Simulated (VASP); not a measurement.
## CoO: single point with PBEsol

Crystal: CoO.

```
Co O
1.0
     1.58927    0.91757    2.18939
    -1.58927    0.91757    2.18939
     0.00000   -1.83514    2.18939
Co O
1 1
Direct
  0.00000 0.00000 0.00000
  0.50000 0.50000 0.50000
```

This cell differs from its parent crystal: ratio of the length along z to the lengths across it x 0.85, volume and fractional coordinates fixed.

```
Program             : VASP 6.6.1
Task                : single point
Functional          : PBEsol
Potentials or basis : VASP PAW PBE potentials, release 64 (Co, O)
Cutoff              : 520 eV
k mesh              : 24 × 24 × 24
Occupations         : gaussian, width 0.15 eV
Spin                : collinear spin, ferromagnetic start
Starting moments    : [2.64, 0.33] μB
```

| Item | Value |
| --- | --- |
| Pressure | -12.9 GPa |
| Net moment | 2.86 μB per cell |
| Site moments | Co +2.51; O +0.31 μB |
| Valence electrons inside the program's atomic spheres | Co 7.81; O 4.94 |

Stress tensor (GPa, compression positive):
```
-15.49   0.00   0.00
  0.00 -15.49   0.00
  0.00   0.00  -7.59
```

Levels at points of the mesh, in eV from the Fermi level:
Spin up:
| k point | band 6 | band 7 | band 8 | band 9 | band 10 | band 11 | band 12 | band 13 |
| --- | --- | --- | --- | --- | --- | --- | --- | --- |
| (0.00, 0.00, 0.00) | -3.09 | -3.09 | -2.66 | -2.49 | 0.98 | 16.44 | 16.72 | 16.72 |
| (0.50, 0.00, 0.00) | -2.40 | -1.70 | -0.10 | 0.19 | 5.20 | 8.71 | 13.28 | 16.11 |
| (0.50, 0.50, 0.00) | -2.92 | -2.45 | -2.10 | -2.03 | 5.79 | 9.53 | 12.09 | 14.39 |
| (0.50, 0.50, 0.50) | -2.16 | -1.38 | 0.26 | 0.26 | 4.24 | 11.15 | 11.15 | 11.35 |
Spin down:
```tsv
k point	band 2	band 3	band 4	band 5	band 6	band 7	band 8	band 9	band 10	band 11
(0.00, 0.00, 0.00)	-2.78	-2.78	-1.84	-1.42	-1.42	-0.79	-0.03	-0.03	1.64	16.49
(0.50, 0.00, 0.00)	-7.75	-4.76	-3.77	-0.53	-0.40	0.54	2.28	2.61	5.51	9.49
(0.50, 0.50, 0.00)	-6.36	-4.39	-3.04	-2.26	0.04	0.05	0.50	0.71	6.67	10.01
(0.50, 0.50, 0.50)	-7.15	-5.30	-5.30	0.18	0.18	0.48	2.75	2.75	4.53	11.67
```

Wall time 14 min on 1 thread of Intel(R) Xeon(R) Platinum 8488C (Sapphire Rapids), on a shared host, peak memory 0.73 GiB.

Caveat: the PAW data sets were made with another functional, which shifts forces and pressure a little; a cell with one magnetic atom can't hold antiferromagnetic order, which such compounds often take; semilocal functionals often make such compounds metallic where correlation or magnetic order opens a gap, which also shifts bond lengths.
